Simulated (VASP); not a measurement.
# TaAs (P4/mmm) in VASP: a series of runs, part 2 of 2

VASP 6.6.1. Earlier steps stand in the parts before.

### Step 4. Relaxation of cell and atoms, PBE

This run uses another cell than the first one, of 20.20 Å³/atom.

INCAR

```
PREC     = Accurate       # precision mode
ENCUT    = 600            # plane-wave cutoff, eV
EDIFF    = 1E-6           # SCF threshold, eV
ISMEAR   = 0              # smearing method
SIGMA    = 0.1            # smearing width, eV
LREAL    = F              # projectors in reciprocal space
LASPH    = T              # aspherical terms in the spheres
NELM     = 60             # most SCF steps
ALGO     = Normal         # electronic algorithm
ISIF     = 3              # what is computed and relaxed
LWAVE    = F              # write WAVECAR
LCHARG   = F              # write CHGCAR
GGA      = PE             # functional
IBRION   = 2              # ionic algorithm
NSW      = 100            # ionic steps
EDIFFG   = -0.01          # ionic threshold
```

KPOINTS

```
regular mesh
0
Gamma
  20 20 12
```

POSCAR

```
TaAs
1.0
    2.7815108102      0.0000000000      0.0000000000
    0.0000000000      2.7815108102      0.0000000000
    0.0000000000      0.0000000000      5.2220268805
Ta As
1 1
Direct
    0.0000000000      0.0000000000      0.0000000000
    0.0000000000      0.0000000000      0.5000000000
```

Potentials or basis: VASP PAW PBE potentials, release 64 (Ta_pv, As).

Launch:

```console
$ cat potpaw_PBE.64/Ta_pv/POTCAR potpaw_PBE.64/As/POTCAR > POTCAR
$ mpirun -np 1 vasp_std > vasp.out
```

OUTCAR:

```text
PREC = Accurate
   ENCUT = 600
   EDIFF = 1E-6
   ISMEAR = 0
   LREAL = F
   LASPH = T
   NELM = 60
   ISIF = 3
   GGA = PE
   IBRION = 2
   NSW = 100
   EDIFFG = -0.01

 ion  position               nearest neighbor table
   1  0.000  0.000  0.000-   2 2.61   2 2.61
   2  0.000  0.000  0.500-   1 2.61   1 2.61

  LATTYP: Found a simple tetragonal cell.
 ALAT       =     2.7815108102
 C/A-ratio  =     1.8774066458

  Lattice vectors:

 A1 = (   2.7815108102,   0.0000000000,   0.0000000000)
 A2 = (   0.0000000000,   2.7815108102,   0.0000000000)
 A3 = (   0.0000000000,   0.0000000000,   5.2220268805)

Analysis of symmetry for initial positions (statically):
=====================================================================
 Subroutine PRICEL returns:
 Original cell was already a primitive cell.

 Routine SETGRP: Setting up the symmetry group for a
 simple tetragonal supercell.

 Subroutine GETGRP returns: Found 16 space group operations
 (whereof 16 operations were pure point group operations)
 out of a pool of 16 trial point group operations.

The static configuration has the point symmetry D_4h.

Analysis of symmetry for dynamics (positions and initial velocities):
=====================================================================
 Subroutine PRICEL returns:
 Original cell was already a primitive cell.

 Routine SETGRP: Setting up the symmetry group for a
 simple tetragonal supercell.

 Subroutine GETGRP returns: Found 16 space group operations
 (whereof 16 operations were pure point group operations)
 out of a pool of 16 trial point group operations.

The dynamic configuration has the point symmetry D_4h.

 Subroutine INISYM returns: Found 16 space group operations
 (whereof 16 operations are pure point group operations),
 and found     1 'primitive' translations

----------------------------------------------------------------------------------------

                                     Primitive cell

  volume of cell :      40.4018

  direct lattice vectors                    reciprocal lattice vectors
     2.781510810  0.000000000  0.000000000     0.359516848  0.000000000  0.000000000
     0.000000000  2.781510810  0.000000000     0.000000000  0.359516848  0.000000000
     0.000000000  0.000000000  5.222026880     0.000000000  0.000000000  0.191496525

  length of vectors
     2.781510810  2.781510810  5.222026880     0.359516848  0.359516848  0.191496525

  position of ions in fractional coordinates (direct lattice)
     0.000000000  0.000000000  0.000000000
     0.000000000  0.000000000  0.500000000

  ion indices of the primitive-cell ions
   primitive index   ion index
                 1           1
                 2           2

----------------------------------------------------------------------------------------

 KPOINTS: regular mesh

Automatic generation of k-mesh.
 Grid dimensions read from file:
 generate k-points for:   20   20   12

 Generating k-lattice:

  Cartesian coordinates                     Fractional coordinates (reciprocal lattice)
     0.017975842  0.000000000  0.000000000     0.050000000  0.000000000  0.000000000
     0.000000000  0.017975842  0.000000000     0.000000000  0.050000000  0.000000000
     0.000000000  0.000000000  0.015958044     0.000000000  0.000000000  0.083333333

[... 51 lines left out ...]
   LNONCOLLINEAR =      F non collinear calculations
   LSORBIT =      F    spin-orbit coupling
   LASPH  =      T    aspherical Exc in radial PAW
   ENCUT  =  600.0 eV  44.10 Ry    6.64 a.u.   5.56  5.56 10.43*2*pi/ulx,y,z
   NELM   =     60;   NELMIN=  2; NELMDL= -5     # of ELM steps
   EDIFF  = 0.1E-05   stopping-criterion for ELM
   LREAL  =      F    real-space projection
   EDIFFG = -.1E-01   stopping-criterion for IOM
   NSW    =    100    number of steps for IOM
   IBRION =      2    ionic relax: 0-MD 1-quasi-New 2-CG
   NFREE  =      1    steps in history (QN), initial steepest desc. (CG)
   ISIF   =      3    stress and relaxation
   ISYM   =      2    0-nonsym 1-usesym 2-fastsym
   POTIM  = 0.5000    time-step for ionic-motion
   TEBEG  =    0.0;   TEEND  =   0.0 temperature during run
   PSTRESS=    0.0 pullay stress
   NELECT =      16.0000    total number of electrons
   NUPDOWN=      -1.0000    fix difference up-down
   EMIN   =  10.00;   EMAX   =-10.00  energy-range for DOS
   EFERMI =   0.00;   METHOD = LEGACY
   ISMEAR =     0;   SIGMA  =   0.10  broadening in eV -4-tet -1-fermi 0-gaus
   EFERMI_NEDOS =   21; number of points for ismear=-14 and -15
   IALGO  =     38    algorithm
   IMIX   =      4    mixing-type and parameters
     AMIX     =   0.40;   BMIX     =  1.00
     AMIX_MAG =   1.60;   BMIX_MAG =  1.00
  volume/ion in A,a.u.               =      20.20       136.32
  Fermi-wavevector in a.u.,A,eV,Ry     =   1.202213  2.271852 19.664708  1.445315
  Thomas-Fermi vector in A             =   2.338000
   LORBIT       =      0    0 simple, 1 ext, 2 COOP (PROOUT), +10 PAW based schemes
   GGA     = PE    functional components
   LHFCALC =     F    Hartree Fock is set to
   AEXX    =    0.0000 exact exchange contribution
   IVDW    =     0    specifies the selected vdW correction
   LEPSILON=     F    determine dielectric tensor
   LRPA    =     F    only Hartree local field effects (RPA)
 conjugate gradient relaxation of ions
 non-spin polarized calculation
 Gauss-broadening in eV      SIGMA  =   0.10
  energy-cutoff  :      600.00
  volume of cell :       40.40
 maximum number of plane-waves:      1388
 NGX is ok and might be reduce to    24
   NGX = 11   NGY = 11   NGZ = 21

--------------------------------------- Ionic step        1  -------------------------------------------

 number of electron      16.0000000 magnetization

 Free energy of the ion-electron system (eV)
  ---------------------------------------------------
  ext. energy  EPLUGINS =         0.00000000
  ---------------------------------------------------
  free energy    TOTEN  =       -15.36850648 eV

  energy without entropy =      -15.35862424  energy(sigma->0) =      -15.36356536

------------------------ aborting loop because EDIFF is reached ----------------------------------------

  FORCE on cell =-STRESS in cart. coord.  units (eV):
  Direction    XX          YY          ZZ          XY          YZ          ZX
  --------------------------------------------------------------------------------------
  -------------------------------------------------------------------------------------
  Total        0.7000481      0.7000481     -0.7869018      0.0000000      0.0000000      0.0000000
  in kB       27.7611777     27.7611777    -31.2054565      0.0000000      0.0000000      0.0000000
  external PRESSURE =       8.1056330 kB  Pullay stress =       0.0000000 kB
[... 131 lines left out ...]
--------------------------------------- Ionic step        5  -------------------------------------------

 number of electron      16.0000000 magnetization

 Free energy of the ion-electron system (eV)
  ---------------------------------------------------
  ext. energy  EPLUGINS =         0.00000000
  ---------------------------------------------------
  free energy    TOTEN  =       -15.38467189 eV

  energy without entropy =      -15.37695155  energy(sigma->0) =      -15.38081172

 E-fermi :   5.2934     XC(G=0): -11.0798

 val. band max:        5.2928059825   @ k =   0.3500   0.3000   0.1667
 cond. band min:       5.2969449044   @ k =   0.4000   0.2000   0.0000
 fundamental gap:      0.0041389219
 Fermi energy:         5.2934352226

 k-point     1 :       0.0000    0.0000    0.0000
  band No.  band energies     occupation
      1     -29.4180      2.00000
      2     -28.7110      2.00000
      3     -28.7110      2.00000
      4      -8.3496      2.00000
      5       0.3815      2.00000
      6       1.1127      2.00000
      7       3.0078      2.00000
      8       6.6128      0.00000
      9       8.2667      0.00000
     10       8.2667      0.00000
     11       9.2611      0.00000
     12       9.2611      0.00000
[... 331 lines left out ...]
 k-point    24 :       0.2000    0.1000    0.0000
  band No.  band energies     occupation
      1     -29.3740      2.00000
      2     -29.0212      2.00000
      3     -28.7720      2.00000
      4      -7.5507      2.00000
      5       1.6233      2.00000
      6       1.7367      2.00000
      7       3.7922      2.00000
      8       5.4233      0.06621
      9       6.5194      0.00000
     10       7.1582      0.00000
     11       7.9123      0.00000
     12       8.3498      0.00000

 [... further k-points ...]

------------------------ aborting loop because EDIFF is reached ----------------------------------------

  FORCE on cell =-STRESS in cart. coord.  units (eV):
  Direction    XX          YY          ZZ          XY          YZ          ZX
  --------------------------------------------------------------------------------------
  -------------------------------------------------------------------------------------
  Total       -0.0024631     -0.0024631      0.0054321      0.0000000      0.0000000      0.0000000
  in kB       -0.0962283     -0.0962283      0.2122209      0.0000000      0.0000000      0.0000000
  external PRESSURE =       0.0065881 kB  Pullay stress =       0.0000000 kB
[... 17 lines left out ...]
  FREE ENERGIE OF THE ION-ELECTRON SYSTEM (eV)
  ---------------------------------------------------
  free  energy   TOTEN  =       -15.3846718883 eV

  energy  without entropy=      -15.3769515530  energy(sigma->0) =      -15.38081172

 reached required accuracy - stopping structural energy minimisation
```

Wall time 5.6 min (1 thread of Intel Xeon Platinum 8488C (Sapphire Rapids), shared host); peak memory 0.45 GiB.

What came out:

```yaml
Free_energy: -15.3847 eV
Relaxed_volume: 20.51 Å³/atom
Relaxed_cell: a = 2.821 Å, b = 2.821 Å, c = 5.154 Å, α = 90.00°, β = 90.00°, γ = 90.00°
Space_group_after_relaxing_to_0.1_Å: P4/mmm (No. 123)
Energy_gained_by_relaxing: 8.1 meV/atom
Ionic_steps: 5
Pressure_after_relaxing: 0.0 GPa
Band_gap_on_the_k_mesh: zero (bands 8 and 9 overlap by 3.29 eV)
```

Step by step:
```
step  energy change (eV)  largest force (eV/Å)  pressure (GPa)  volume (Å³)
   1              0.0000                0.0000            0.81        40.40
   2             -0.0141                0.0000            0.47        40.98
   3             -0.0159                0.0000            0.50        40.85
   4             -0.0157                0.0000           -0.66        41.23
   5             -0.0162                0.0000            0.00        41.01
```

Final structure:
```
Ta As
1.0
     2.82087    0.00000    0.00000
     0.00000    2.82087    0.00000
     0.00000    0.00000    5.15377
Ta As
1 1
Direct
  0.00000 0.00000 0.00000
  0.00000 0.00000 0.50000
```

Caveat: spin-orbit coupling is left out, which moves the levels of the heavy elements.

### Step 5. The runs side by side

```csv
task,cell,k mesh,cutoff (eV),gap on the mesh (eV),pressure (GPa),relaxed volume (Å³/atom)
relaxation of cell and atoms,"relaxed from a = 2.670, b = 2.670, c = 5.403 Å, 2 atoms",6 × 6 × 4,600,none,0.0,20.24
single point,"a = 2.820, b = 2.820, c = 5.150 Å, 2 atoms",20 × 20 × 12,520,none,0.2,-
relaxation of cell and atoms,"relaxed from a = 2.782, b = 2.782, c = 5.222 Å, 2 atoms",20 × 20 × 12,600,none,0.0,20.51
```

Alike in all rows: level PBE; potentials or basis VASP PAW PBE potentials, release 64 (Ta_pv, As); no spin polarisation; smearing gaussian 0.1 eV.

Caveats: some runs use coarse meshes; spin-orbit coupling is left out, which moves the levels of the heavy elements.

Absolute energies hang on the potentials; compare differences alone.

The gap in the log of VASP goes by the Fermi energy; the results here count the filled bands.